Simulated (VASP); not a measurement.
Crystal: Na2S.

```
S Na
1.0
     0.00000    3.25543    3.25543
     3.25543    0.00000    3.25543
     3.25543    3.25543    0.00000
S Na
1 2
Direct
  0.00000 0.00000 0.00000
  0.25000 0.25000 0.25000
  0.75000 0.75000 0.75000
```

Base run:

| Item | Value |
| --- | --- |
| Program | VASP 6.6.1 |
| Functional | HSE06 |
| Potentials or basis | VASP PAW PBE potentials, release 64 (S, Na_pv) |
| Cutoff | 400 eV |
| k mesh | 4 × 4 × 4 |
| Occupations | gaussian, width 0.01 eV |
| Spin | no spin polarisation |

Its results: band gap on the k mesh 3.52 eV; pressure 0.0 GPa.

**Question.** The run is repeated on the same cell with these changes: functional from HSE06 to PBE; cutoff from 400 eV to 500 eV; k mesh from 4 × 4 × 4 to 6 × 6 × 6. What comes out?

**Answer.** Band gap on the k mesh 2.53 eV; pressure 0.8 GPa.

Several settings changed at once.

Caveats: the structure was generated, so it needn't be the stable form of Na2S; the PAW data sets were made with another functional, which shifts forces and pressure a little (at least some runs).

